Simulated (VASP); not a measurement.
# AlN (Cm) in VASP: a series of runs, part 2 of 2

VASP 6.6.1. Earlier steps stand in the parts before.

## Step 4: Single point, PBE

This run uses another cell than the first one, of the same volume but with other edges.

INCAR reads:

```
SYSTEM = AlN
PREC = Accurate ; ENCUT = 520
EDIFF = 1E-6 ; ISMEAR = 0
SIGMA = 0.05 ; LREAL = .FALSE.
LASPH = .TRUE. ; NELM = 100
ALGO = Normal ; ISIF = 2
LWAVE = .FALSE. ; LCHARG = .FALSE.
GGA = PE ; NBANDS = 26
```

KPOINTS reads:

```
regular mesh
0
G
  8 8 3
  0 0 0
```

POSCAR reads:

```
AlN
1.0
   -3.1110021516      0.0000000000      0.0000000000
   -1.5555010758     -2.6942068945      0.0000000000
   -3.8885971394     -2.2450826052      9.9560000000
Al N
4 4
Direct
   -0.4197615417     -0.4197615417      0.9037500000
   -0.0031115417     -0.0031115417      0.4037500000
    0.5385467917      0.5385467917      0.1537500000
    0.1218967917      0.1218967917      0.6537500000
    0.2531282083      0.2531282083      0.0962500000
   -0.1635217917     -0.1635217917      0.5962500000
    0.3781365417      0.3781365417      0.3462500000
   -0.0385134583     -0.0385134583      0.8462500000
```

Potentials or basis: VASP PAW PBE potentials, release 64 (Al, N).

Started as:

```console
$ cat potpaw_PBE.64/Al/POTCAR potpaw_PBE.64/N/POTCAR > POTCAR
$ mpirun -np 1 vasp_std > vasp.out
```

OUTCAR:

```text
SYSTEM = AlN
   PREC = Accurate
   ENCUT = 520
   EDIFF = 1E-6
   ISMEAR = 0
   LREAL = .FALSE.
   LASPH = .TRUE.
   NELM = 100
   ISIF = 2
   GGA = PE

 ion  position               nearest neighbor table
   1  0.580  0.580  0.904-   8 1.89   8 1.89   8 1.89   5 2.12   3 2.65   4 3.07   4 3.07   4 3.07

   2  0.997  0.997  0.404-   7 1.89   7 1.89   7 1.89   6 1.92   4 3.07   3 3.07   4 3.07   3 3.07
                             3 3.07   4 3.07
   3  0.539  0.539  0.154-   5 1.89   5 1.89   5 1.89   7 1.92   1 2.65   2 3.07   2 3.07   2 3.07

   4  0.122  0.122  0.654-   6 1.89   6 1.89   6 1.89   8 1.92   2 3.07   1 3.07   2 3.07   1 3.07
                             1 3.07   2 3.07
   5  0.253  0.253  0.096-   3 1.89   3 1.89   3 1.89   1 2.12
   6  0.836  0.836  0.596-   4 1.89   4 1.89   4 1.89   2 1.92
   7  0.378  0.378  0.346-   2 1.89   2 1.89   2 1.89   3 1.92
   8  0.961  0.961  0.846-   1 1.89   1 1.89   1 1.89   4 1.92

  LATTYP: Found a base centered monoclinic cell.
 ALAT       =     5.3884137890
 B/A-ratio  =     0.5773502692
 C/A-ratio  =     1.8551727990
 COS(beta)  =    -0.0898568587

  Lattice vectors:

 A1 = (  -3.1110021516,   0.0000000000,   0.0000000000)
 A2 = (  -1.5555010758,  -2.6942068945,   0.0000000000)
 A3 = (   0.7779060880,   0.4491242893,   9.9560000000)

Analysis of symmetry for initial positions (statically):
=====================================================================
 Subroutine PRICEL returns:
 Original cell was already a primitive cell.

 Routine SETGRP: Setting up the symmetry group for a
 base centered monoclinic supercell.

 Subroutine GETGRP returns: Found  2 space group operations
 (whereof  2 operations were pure point group operations)
 out of a pool of  4 trial point group operations.

The static configuration has the point symmetry C_1h.

Analysis of symmetry for dynamics (positions and initial velocities):
=====================================================================
[... 146 lines left out ...]
   LORBIT       =      0    0 simple, 1 ext, 2 COOP (PROOUT), +10 PAW based schemes
   GGA     = PE    functional components
   LHFCALC =     F    Hartree Fock is set to
   AEXX    =    0.0000 exact exchange contribution
   IVDW    =     0    specifies the selected vdW correction
   LEPSILON=     F    determine dielectric tensor
   LRPA    =     F    only Hartree local field effects (RPA)
 non-spin polarized calculation
 Gauss-broadening in eV      SIGMA  =   0.05
  energy-cutoff  :      520.00
  volume of cell :       83.45
 maximum number of plane-waves:      2265
   NGX = 11   NGY = 11   NGZ = 41

 number of electron      31.9999999 magnetization

 Free energy of the ion-electron system (eV)
  ---------------------------------------------------
  ext. energy  EPLUGINS =         0.00000000
  ---------------------------------------------------
  free energy    TOTEN  =       -58.72164715 eV

  energy without entropy =      -58.72164715  energy(sigma->0) =      -58.72164715

 E-fermi :   6.7222     XC(G=0): -10.9391

 val. band max:        6.4729106416   @ k =   0.0000   0.0000   0.0000
 cond. band min:      10.0512518258   @ k =   0.5000   0.5000   0.3333
 fundamental gap:      3.5783411842
 Fermi energy:         6.7222257395

 k-point     1 :       0.0000    0.0000    0.0000
  band No.  band energies     occupation
      1      -8.9928      2.00000
      2      -8.1147      2.00000
      3      -8.0850      2.00000
      4      -6.8288      2.00000
      5       0.2467      2.00000
      6       2.8522      2.00000
[... 685 lines left out ...]
     25      16.8660      0.00000
     26      17.5364      0.00000

 [... further k-points ...]

------------------------ aborting loop because EDIFF is reached ----------------------------------------

  FORCE on cell =-STRESS in cart. coord.  units (eV):
  Direction    XX          YY          ZZ          XY          YZ          ZX
  --------------------------------------------------------------------------------------
  -------------------------------------------------------------------------------------
  Total        0.0210857      1.6719886      2.8267447     -1.4297238     -1.5163751     -2.6264388
  in kB        0.4048385     32.1016787     54.2726495    -27.4502688    -29.1139477    -50.4268375
  external PRESSURE =      28.9263889 kB  Pullay stress =       0.0000000 kB

 VOLUME and BASIS-vectors are now :
 -----------------------------------------------------------------------------
  energy-cutoff  :      520.00
  volume of cell :       83.45
      direct lattice vectors                 reciprocal lattice vectors
    -3.111002152  0.000000000  0.000000000    -0.321439829  0.185583372 -0.083698272
    -1.555501076 -2.694206895  0.000000000     0.000000000 -0.371166744 -0.083698272
    -3.888597139 -2.245082605  9.956000000     0.000000000  0.000000000  0.100441945

 POSITION                                       TOTAL-FORCE (eV/Angst)
 -----------------------------------------------------------------------------------
     -6.22200     -3.59228      8.99774         1.284444      0.741574      0.004476
     -6.22200     -3.59228      4.01974        -0.015058     -0.008694      0.131837
     -3.11100     -1.79614      1.53074        -0.420867     -0.242987      1.177801
     -3.11100     -1.79614      6.50874         0.012933      0.007467      0.132006
     -1.55550     -0.89807      0.95826        -0.800567     -0.462208     -0.786007
     -6.22200     -3.59228      5.93626        -0.010345     -0.005973     -0.166667
     -3.11100     -1.79614      3.44726        -0.009188     -0.005305     -0.141269
     -7.77751     -4.49034      8.42526        -0.041352     -0.023874     -0.352176
 -----------------------------------------------------------------------------------
    total drift:                               -0.000313     -0.000181     -0.000443

  FREE ENERGIE OF THE ION-ELECTRON SYSTEM (eV)
  ---------------------------------------------------
  free  energy   TOTEN  =       -58.7216471506 eV

  energy  without entropy=      -58.7216471506  energy(sigma->0) =      -58.72164715
```

stdout:

```text
POSCAR found type information on POSCAR AlN
 POSCAR found :  2 types and       8 ions
 scaLAPACK will be used
 LDA part: xc-table for (Slater+PW92), standard interpolation
 POSCAR, INCAR and KPOINTS ok, starting setup
 FFT: planning ... GRIDC
 FFT: planning ... GRID_SOFT
 FFT: planning ... GRID
 WAVECAR not read
 entering main loop
```

Run time: 3.5 min. Hardware: 1 thread of AMD EPYC 7R13, shared host; peak memory 0.22 GiB.

What came out:

| Property | Result |
| --- | --- |
| Free energy | -58.7216 eV |
| Pressure | 2.9 GPa |
| Largest force | 1.483 eV/Å |
| Band gap on the k mesh | 3.58 eV, indirect (least direct gap 3.59 eV) |

Forces in eV/Å, atoms in the order of the input:
```
Al   1.284  0.742  0.004
Al  -0.015 -0.009  0.132
Al  -0.421 -0.243  1.178
Al   0.013  0.007  0.132
N   -0.801 -0.462 -0.786
N   -0.010 -0.006 -0.167
N   -0.009 -0.005 -0.141
N   -0.041 -0.024 -0.352
```

Stress tensor (GPa, compression positive):
```
 0.04 -2.75 -5.04
-2.75  3.21 -2.91
-5.04 -2.91  5.43
```

Levels at points of the mesh, in eV from the valence-band top:
| k point | band 12 | band 13 | band 14 | band 15 | band 16 | band 17 | band 18 | band 19 | band 20 | band 21 |
| --- | --- | --- | --- | --- | --- | --- | --- | --- | --- | --- |
| (0.00, 0.00, 0.00) | -0.78 | -0.76 | -0.61 | -0.39 | 0.00 | 3.59 | 5.68 | 6.21 | 6.41 | 9.47 |
| (0.50, 0.00, 0.00) | -2.06 | -1.80 | -1.43 | -1.15 | -1.07 | 4.03 | 5.18 | 5.53 | 5.66 | 7.76 |
| (0.50, 0.50, 0.00) | -1.91 | -1.76 | -1.74 | -1.00 | -0.96 | 3.87 | 5.28 | 5.41 | 6.05 | 7.39 |

Caveat: forces of over 1 eV/Å act on the atoms, so gaps and moduli don't describe the material at rest.

## Step 5: Summary

```csv
cell,gap on the mesh (eV),pressure (GPa),largest force (eV/Å)
"a = 3.111, b = 3.111, c = 9.996 Å, angles 85.5, 85.5, 60.0°, 8 atoms",3.35,3.1,1.71
"a = 3.111, b = 3.111, c = 10.314 Å, angles 76.9, 76.9, 60.0°, 8 atoms",3.13,2.7,1.51
"a = 3.111, b = 3.111, c = 10.922 Å, angles 69.1, 69.1, 60.0°, 8 atoms",3.58,2.9,1.48
```

Alike in all rows: task single point; level PBE; potentials or basis VASP PAW PBE potentials, release 64 (Al, N); no spin polarisation; k mesh 8 × 8 × 3; cutoff (eV) 520; smearing gaussian 0.05 eV.

Caveats: forces of over 1 eV/Å act on the atoms, so gaps and moduli don't describe the material at rest.

Total energies depend on the potentials used, so only differences within one code and one set of settings carry meaning.
